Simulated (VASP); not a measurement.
Crystal: Mg3CdS4.

```
CELL_PARAMETERS angstrom
3.91272 0.00000 0.00000
0.00000 3.91272 0.00000
0.00000 0.00000 11.06683
ATOMIC_POSITIONS crystal
Mg 0.00000 0.00000 0.75000
Mg 0.50000 0.50000 0.00000
Mg 0.00000 0.00000 0.25000
Cd 0.50000 0.50000 0.50000
S 0.00000 0.00000 0.00000
S 0.50000 0.50000 0.25000
S 0.00000 0.00000 0.50000
S 0.50000 0.50000 0.75000
```

- Program: VASP 6.6.1
- Task: relaxation of cell and atoms
- Functional: PBE
- Potentials or basis: VASP PAW PBE potentials, release 64 (Mg, Cd, S)
- Cutoff: 600 eV
- k mesh: 4 × 4 × 2
- Occupations: gaussian, width 0.1 eV
- Spin: no spin polarisation

At the start: pressure -7.0 GPa; volume 21.18 Å³/atom.

**Question.** How do energy, volume and symmetry change on relaxing?

**Answer.** Over 8 steps the energy falls by 63.5 meV/atom and the volume is 18.67 Å³/atom (-11.8 %); space group P4/mmm (No. 123, to 0.05 Å).

Step by step:
| step | energy change (eV) | largest force (eV/Å) | pressure (GPa) | volume (Å³) |
| --- | --- | --- | --- | --- |
| 1 | 0.0000 | 0.3403 | -6.95 | 169.43 |
| 2 | -0.4746 | 0.4114 | 1.10 | 147.88 |
| 3 | -0.4804 | 0.4045 | 0.13 | 149.75 |
| 4 | -0.4940 | 0.2486 | 0.10 | 149.69 |
| 5 | -0.5033 | 0.1638 | 0.10 | 149.58 |
| 6 | -0.5063 | 0.1113 | -0.06 | 149.92 |
| 7 | -0.5080 | 0.0318 | -0.30 | 150.44 |
| 8 | -0.5084 | 0.0244 | 0.25 | 149.35 |

Final structure:
```cif
data_structure
_symmetry_space_group_name_H-M 'P 1'
_symmetry_Int_Tables_number 1
_cell_length_a 3.7581
_cell_length_b 3.7581
_cell_length_c 10.5748
_cell_angle_alpha 90.000
_cell_angle_beta 90.000
_cell_angle_gamma 90.000
_cell_volume 149.35
loop_
_atom_site_label
_atom_site_type_symbol
_atom_site_fract_x
_atom_site_fract_y
_atom_site_fract_z
_atom_site_occupancy
Mg1 Mg 0.00000 0.00000 0.75473 1
Mg2 Mg 0.50000 0.50000 0.00000 1
Mg3 Mg 0.00000 0.00000 0.24527 1
Cd1 Cd 0.50000 0.50000 0.50000 1
S1 S 0.00000 0.00000 0.00000 1
S2 S 0.50000 0.50000 0.24296 1
S3 S 0.00000 0.00000 0.50000 1
S4 S 0.50000 0.50000 0.75704 1
```
